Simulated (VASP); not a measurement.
# NaCl (Fm-3m) in VASP: vibrations by perturbation theory with LDA

Aim: the vibrations by perturbation theory of NaCl with LDA.

Everything below comes from runs of VASP 6.6.1. Logs are shortened: lines on timing, memory, paths and dates and some standing lists are left out, and cuts for length are marked.

## (1) The cell of the first run

It takes space group Fm-3m (No. 225, cubic). Conventional cell: a = 5.464 Å, b = 5.464 Å, c = 5.464 Å, α = 90.00°, β = 90.00°, γ = 90.00°. Na (site symmetry m-3m) has 6 Cl at 2.73 Å within 3.6 Å. Within 3.6 Å of Cl (site symmetry m-3m) lie 6 Na at 2.73 Å.

## (2) Vibrations by perturbation theory, LDA

INCAR reads:

```
ALGO = Normal
EDIFF = 1E-8
ENCUT = 520
GGA = CA
IBRION = 8
ISIF = 2
ISMEAR = 0
LASPH = T
LCHARG = T
LREAL = F
LWAVE = F
NELM = 80
NSW = 1
PREC = Accurate
SIGMA = 0.01
```

KPOINTS reads:

```
k-points
0
Gamma
  8 8 8
```

POSCAR reads:

```
NaCl
1.0
    0.0000000000      2.7321951840      2.7321951840
    2.7321951840      0.0000000000      2.7321951840
    2.7321951840      2.7321951840      0.0000000000
Na Cl
1 1
Direct
    0.0000000000      0.0000000000      0.0000000000
    0.5000000000      0.5000000000      0.5000000000
```

Potentials or basis: VASP PAW LDA potentials, release 64 (Na_pv, Cl).

Run with:

```bash
$ cat potpaw_LDA.64/Na_pv/POTCAR potpaw_LDA.64/Cl/POTCAR > POTCAR
$ mpirun -np 1 vasp_std > vasp.out
```

OUTCAR:

```text
EDIFF = 1E-8
   ENCUT = 520
   GGA = CA
   IBRION = 8
   ISIF = 2
   ISMEAR = 0
   LASPH = T
   LREAL = F
   NELM = 80
   NSW = 1
   PREC = Accurate

 ion  position               nearest neighbor table
   1  0.000  0.000  0.000-
   2  0.500  0.500  0.500-

  LATTYP: Found a face centered cubic cell.
 ALAT       =     5.4643903680

  Lattice vectors:

 A1 = (   0.0000000000,   2.7321951840,   2.7321951840)
 A2 = (   2.7321951840,   0.0000000000,   2.7321951840)
 A3 = (   2.7321951840,   2.7321951840,   0.0000000000)

Analysis of symmetry for initial positions (statically):
=====================================================================
 Subroutine PRICEL returns:
 Original cell was already a primitive cell.

 Routine SETGRP: Setting up the symmetry group for a
 face centered cubic supercell.

 Subroutine GETGRP returns: Found 48 space group operations
 (whereof 48 operations were pure point group operations)
 out of a pool of 48 trial point group operations.

The static configuration has the point symmetry O_h .

Analysis of symmetry for dynamics (positions and initial velocities):
=====================================================================
 Subroutine PRICEL returns:
 Original cell was already a primitive cell.

 Routine SETGRP: Setting up the symmetry group for a
 face centered cubic supercell.

 Subroutine GETGRP returns: Found 48 space group operations
 (whereof 48 operations were pure point group operations)
 out of a pool of 48 trial point group operations.

The dynamic configuration has the point symmetry O_h .

 Subroutine INISYM returns: Found 48 space group operations
 (whereof 48 operations are pure point group operations),
 and found     1 'primitive' translations

----------------------------------------------------------------------------------------

                                     Primitive cell

  volume of cell :      40.7911

  direct lattice vectors                    reciprocal lattice vectors
     0.000000000  2.732195184  2.732195184    -0.183003031  0.183003031  0.183003031
     2.732195184  0.000000000  2.732195184     0.183003031 -0.183003031  0.183003031
     2.732195184  2.732195184  0.000000000     0.183003031  0.183003031 -0.183003031

  length of vectors
     3.863907484  3.863907484  3.863907484     0.316970548  0.316970548  0.316970548

  position of ions in fractional coordinates (direct lattice)
     0.000000000  0.000000000  0.000000000
     0.500000000  0.500000000  0.500000000

  ion indices of the primitive-cell ions
   primitive index   ion index
                 1           1
                 2           2

----------------------------------------------------------------------------------------

 KPOINTS: k-points

Automatic generation of k-mesh.
 Grid dimensions read from file:
 generate k-points for:    8    8    8

 Generating k-lattice:

  Cartesian coordinates                     Fractional coordinates (reciprocal lattice)
    -0.022875379  0.022875379  0.022875379     0.125000000  0.000000000  0.000000000
     0.022875379 -0.022875379  0.022875379     0.000000000  0.125000000  0.000000000
     0.022875379  0.022875379 -0.022875379     0.000000000  0.000000000  0.125000000

  Length of vectors
     0.039621318  0.039621318  0.039621318

  Shift w.r.t. Gamma in fractional coordinates (k-lattice)
     0.000000000  0.000000000  0.000000000

 Subroutine IBZKPT returns following result:
 ===========================================

 Found     29 irreducible k-points:

 Following reciprocal coordinates:
            Coordinates               Weight
  0.000000  0.000000  0.000000      1.000000
[... 79 lines left out ...]
   NGX = 15   NGY = 15   NGZ = 15

--------------------------------------- Ionic step        1  -------------------------------------------

 number of electron      13.9999993 magnetization

 Free energy of the ion-electron system (eV)
  ---------------------------------------------------
  ext. energy  EPLUGINS =         0.00000000
  ---------------------------------------------------
  free energy    TOTEN  =        -7.38920270 eV

  energy without entropy =       -7.38920270  energy(sigma->0) =       -7.38920270

 E-fermi :  -0.3080     XC(G=0):  -9.1378

 val. band max:       -0.3578340986   @ k =   0.0000   0.0000   0.0000
 cond. band min:       4.7228713976   @ k =   0.0000   0.0000   0.0000
 fundamental gap:      5.0807054962
 Fermi energy:        -0.3079827137

 k-point     1 :       0.0000    0.0000    0.0000
  band No.  band energies     occupation
      1     -20.9852      2.00000
      2     -20.9852      2.00000
      3     -20.9852      2.00000
      4     -13.1816      2.00000
      5      -0.3578      2.00000
      6      -0.3578      2.00000
      7      -0.3578      2.00000
      8       4.7229      0.00000
      9      10.5716      0.00000
     10      10.5716      0.00000
     11      10.5716      0.00000
[... 309 lines left out ...]
 k-point    24 :      -0.3750    0.2500    0.1250
  band No.  band energies     occupation
      1     -21.0240      2.00000
      2     -20.9982      2.00000
      3     -20.9921      2.00000
      4     -12.6708      2.00000
      5      -2.3678      2.00000
      6      -1.3028      2.00000
      7      -0.8709      2.00000
      8       7.8538      0.00000
      9       9.2168      0.00000
     10       9.9969      0.00000
     11      11.4151      0.00000

 [... further k-points ...]

------------------------ aborting loop because EDIFF is reached ----------------------------------------

  FORCE on cell =-STRESS in cart. coord.  units (eV):
  Direction    XX          YY          ZZ          XY          YZ          ZX
  --------------------------------------------------------------------------------------
  -------------------------------------------------------------------------------------
  Total       -0.0032581     -0.0032581     -0.0032581     -0.0000000     -0.0000000      0.0000000
  in kB       -0.1279696     -0.1279696     -0.1279696     -0.0000000     -0.0000000      0.0000000
  external PRESSURE =      -0.1279696 kB  Pullay stress =       0.0000000 kB

 VOLUME and BASIS-vectors are now :
 -----------------------------------------------------------------------------
  energy-cutoff  :      520.00
  volume of cell :       40.79
      direct lattice vectors                 reciprocal lattice vectors
     0.000000000  2.732195184  2.732195184    -0.183003031  0.183003031  0.183003031
     2.732195184  0.000000000  2.732195184     0.183003031 -0.183003031  0.183003031
     2.732195184  2.732195184  0.000000000     0.183003031  0.183003031 -0.183003031

 POSITION                                       TOTAL-FORCE (eV/Angst)
 -----------------------------------------------------------------------------------
      0.00000      0.00000      0.00000        -0.000000     -0.000000     -0.000000
      2.73220      2.73220      2.73220         0.000000      0.000000      0.000000
 -----------------------------------------------------------------------------------
    total drift:                               -0.000000      0.000000      0.000000

  FREE ENERGIE OF THE ION-ELECTRON SYSTEM (eV)
  ---------------------------------------------------
  free  energy   TOTEN  =        -7.3892027042 eV

  energy  without entropy=       -7.3892027042  energy(sigma->0) =       -7.38920270

[... ionic steps 2 to 3 ...]

--------------------------------------- Ionic step        4  -------------------------------------------

------------------------ aborting loop because EDIFF is reached ----------------------------------------

[... ionic steps 5 to 6 ...]

--------------------------------------- Ionic step        7  -------------------------------------------

 Free energy of the ion-electron system (eV)
  ---------------------------------------------------
  ---------------------------------------------------
  free energy    TOTEN  =        -0.18926302 eV

  energy without entropy =       -0.18926302

------------------------ aborting loop because EDIFF is reached ----------------------------------------

 INTERNAL STRAIN TENSOR  FOR ION    2  DIRECTION 1   (eV/Angst):
 -----------------------------------------------------------------------------
     0.00703  0.00000 -0.00000
     0.00000  0.00207  0.00000
    -0.00000  0.00000  0.00207

 INTERNAL STRAIN TENSOR FOR ION    2 for displacements in x,y,z  (eV/Angst):
          X           Y           Z          XY          YZ          ZX
  --------------------------------------------------------------------------------
  x     0.00000     0.00000     0.00000     0.00000     0.00000     0.00000
  y     0.00000     0.00000     0.00000     0.00000     0.00000     0.00000
  z     0.00000     0.00000     0.00000     0.00000     0.00000     0.00000

 SECOND DERIVATIVES (NOT SYMMETRIZED)
 ------------------------------------
               1X          1Y          1Z          2X          2Y          2Z
  1X    -1.829815    0.000000    0.000000    1.829815    0.000000    0.000000
  1Y     0.000000   -1.829815    0.000000    0.000000    1.829815    0.000000
  1Z     0.000000    0.000000   -1.829815    0.000000    0.000000    1.829815
  2X     1.830208    0.000000    0.000000   -1.830208    0.000000    0.000000
  2Y     0.000000    1.830208    0.000000    0.000000   -1.830208    0.000000
  2Z     0.000000    0.000000    1.830208    0.000000    0.000000   -1.830208

 Eigenvectors and eigenvalues of the dynamical matrix
 ----------------------------------------------------

   1 f  =    5.662953 THz    35.581382 2PiTHz  188.895771 cm-1    23.420080 meV
             X         Y         Z           dx          dy          dz
      0.000000  0.000000  0.000000     0.778829   -0.000000    0.000000
      2.732195  2.732195  2.732195    -0.627237    0.000000    0.000000
[... 21 lines left out ...]
   6 f/i=    0.000297 THz     0.001868 2PiTHz    0.009919 cm-1     0.001230 meV
             X         Y         Z           dx          dy          dz
      0.000000  0.000000  0.000000    -0.473124    0.411800    0.000000
      2.732195  2.732195  2.732195    -0.587470    0.511325    0.000000

--------------------------------------------------------------------------------------------------------

 ELASTIC MODULI CONTR FROM IONIC RELAXATION (kBar)
 Direction    XX          YY          ZZ          XY          YZ          ZX
 --------------------------------------------------------------------------------
 XX           0.0000      0.0000      0.0000      0.0000      0.0000      0.0000
 YY           0.0000      0.0000      0.0000      0.0000      0.0000      0.0000
 ZZ           0.0000      0.0000      0.0000      0.0000      0.0000      0.0000
 XY           0.0000      0.0000      0.0000      0.0000      0.0000      0.0000
 YZ           0.0000      0.0000      0.0000      0.0000      0.0000      0.0000
 ZX           0.0000      0.0000      0.0000      0.0000      0.0000      0.0000
 --------------------------------------------------------------------------------
```

Wall time 64 s (1 thread of AMD EPYC 7R13 (Zen 3), shared host); peak memory 0.17 GiB.

What came out:

- Highest phonon frequency at Γ, LO-TO splitting left out: 189 cm⁻¹

Phonon frequencies in cm⁻¹ (negative: imaginary):
```
              q point        frequencies
(0.000, 0.000, 0.000)  0 0 0 189 189 189
```
